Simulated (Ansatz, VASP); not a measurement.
CdF2: VASP beside Ansatz

```xyz
3
Lattice="0.0000 2.7407 2.7407 2.7407 0.0000 2.7407 2.7407 2.7407 0.0000" Properties=species:S:1:pos:R:3 pbc="T T T"
Cd    0.0000    0.0000    0.0000
F     1.3703    1.3703    1.3703
F     4.1110    4.1110    4.1110
```

Alike in both runs: functional PBE; k mesh 8 × 8 × 8; occupations gaussian, width 0.02 eV; no spin polarisation.

Ansatz relaxed the structure, and its values are those at the end. VASP's run is a single point on that final structure, the one shown.

|  | VASP | Ansatz |
| --- | --- | --- |
| version | VASP 6.6.1 | Ansatz 0.2.0 |
| potentials or method | VASP PAW PBE potentials, release 64 (Cd, F), cutoff 600 eV | scalar-relativistic, plane waves, PAW |
| valence electrons in the cell | 26 | 34 |

Ansatz gave:

- gap on the k mesh at the Fermi level (eV): 2.91
- least direct gap on the mesh (eV): 3.47
- pressure (GPa): 0.0

Question: What did VASP give for the same quantities?

Answer: gap on the k mesh at the Fermi level (eV): 2.89; least direct gap on the mesh (eV): 3.45; pressure (GPa): 0.4.

VASP's potentials hold 26 valence electrons a cell and Ansatz's 34, so a difference there can come from the potentials and not from the codes.
